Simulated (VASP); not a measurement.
Write the native input for VASP 6.6.1 that does the following.

| Property | Result |
| --- | --- |
| Task | single point |
| Functional | HSE06 |
| Potentials or basis | VASP PAW PBE potentials, release 64 (K_sv, Br) |
| Cutoff | 520 eV |
| k mesh | 4 × 4 × 4 |
| Occupations | gaussian, width 0.01 eV |
| Spin | no spin polarisation |
| Dipole correction | no |
| Grid for exact exchange (PRECFOCK) | Normal |
| Further INCAR settings | ALGO = Normal; EDIFF = 1e-07; NBANDS = 15 |
| Share of exact exchange | 0.25 |
| Screening parameter | 0.2079 1/Å |

KBr:

```
K Br
1.0
     0.00000    3.30225    3.30225
     3.30225    0.00000    3.30225
     3.30225    3.30225    0.00000
K Br
1 1
Direct
  0.00000 0.00000 0.00000
  0.50000 0.50000 0.50000
```

These files were run (other wordings do the same):

POSCAR

```
KBr
1.0
    0.0000000000      3.3022478341      3.3022478341
    3.3022478341      0.0000000000      3.3022478341
    3.3022478341      3.3022478341      0.0000000000
K Br
1 1
Direct
    0.0000000000      0.0000000000      0.0000000000
    0.5000000000      0.5000000000      0.5000000000
```

INCAR.step1

```
SYSTEM = KBr
PREC = Accurate ; ENCUT = 520
EDIFF = 1E-5 ; ISMEAR = 0
SIGMA = 0.01 ; LREAL = .FALSE.
LASPH = .TRUE. ; NELM = 60
ALGO = Normal ; ISIF = 2
LWAVE = .TRUE. ; LCHARG = .FALSE.
GGA = PE ; NBANDS = 15
```

INCAR.step2

```
SYSTEM = KBr
PREC = Accurate ; ENCUT = 520
EDIFF = 1E-7 ; ISMEAR = 0
SIGMA = 0.01 ; LREAL = .FALSE.
LASPH = .TRUE. ; NELM = 60
ALGO = Normal ; ISIF = 2
LWAVE = .FALSE. ; LCHARG = .FALSE.
GGA = PE ; LHFCALC = .TRUE.
HFSCREEN = 0.2079 ; PRECFOCK = Normal
ISTART = 1 ; NBANDS = 15
```

KPOINTS

```
regular mesh
0
G
  4 4 4
  0 0 0
```

Potentials or basis: VASP PAW PBE potentials, release 64 (K_sv, Br).

Run with:

```console
$ cat potpaw_PBE.64/K_sv/POTCAR potpaw_PBE.64/Br/POTCAR > POTCAR
$ cp INCAR.step1 INCAR
$ mpirun -np 1 vasp_std > vasp.out
$ cp INCAR.step2 INCAR
$ mpirun -np 1 vasp_std > vasp.out
```

Results of the run:

```json
{
 "Pressure": "0.5 GPa",
 "Band gap on the k mesh": "5.59 eV"
}
```

Caveat: the PAW data sets were made with another functional, which shifts forces and pressure a little.

Run time: 4.9 min on 1 thread of Intel(R) Xeon(R) 6975P-C (Granite Rapids), on a shared host, peak memory 0.31 GiB.
